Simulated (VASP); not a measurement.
# W: single point with PBEsol

W:

```xyz
1
Lattice="-1.5784 1.5784 1.5784 1.5784 -1.5784 1.5784 1.5784 1.5784 -1.5784" Properties=species:S:1:pos:R:3 pbc="T T T"
W     0.0000    0.0000    0.0000
```

| Item | Value |
| --- | --- |
| Program | VASP 6.6.1 |
| Task | single point |
| Functional | PBEsol |
| Potentials or basis | VASP PAW PBE potentials, release 64 (W_sv) |
| Cutoff | 520 eV |
| k mesh | 8 × 8 × 8 |
| Occupations | gaussian, width 0.1 eV |
| Spin | no spin polarisation |
| Dipole correction | no |
| Further INCAR settings | ALGO = Fast; EDIFF = 1e-06; NBANDS = 13 |

| Item | Value |
| --- | --- |
| Pressure | 0.3 GPa |
| Band gap on the k mesh | zero (band 7 reaches 16.62 eV, above the bottom of band 8 at 10.14 eV) |

Levels at points of the mesh, in eV from the Fermi level:
| k point | band 4 | band 5 | band 6 | band 7 | band 8 | band 9 | band 10 | band 11 |
| --- | --- | --- | --- | --- | --- | --- | --- | --- |
| (0.00, 0.00, 0.00) | -37.45 | -9.46 | -1.01 | -1.01 | -1.01 | 2.48 | 2.48 | 14.79 |
| (0.50, 0.00, 0.00) | -37.46 | -6.11 | -3.38 | 0.95 | 2.39 | 3.37 | 6.47 | 11.43 |
| (0.50, 0.50, 0.50) | -38.38 | -5.68 | -5.68 | 5.47 | 5.47 | 5.47 | 8.55 | 8.55 |

Wall time 4.9 s on 1 thread of Intel(R) Xeon(R) Platinum 8375C CPU @ 2.90GHz (Ice Lake), with other jobs on the host, peak memory 0.12 GiB.

Caveat: the PAW data sets were made with another functional, which shifts forces and pressure a little; spin-orbit coupling is left out, which moves the levels of the heavy elements.
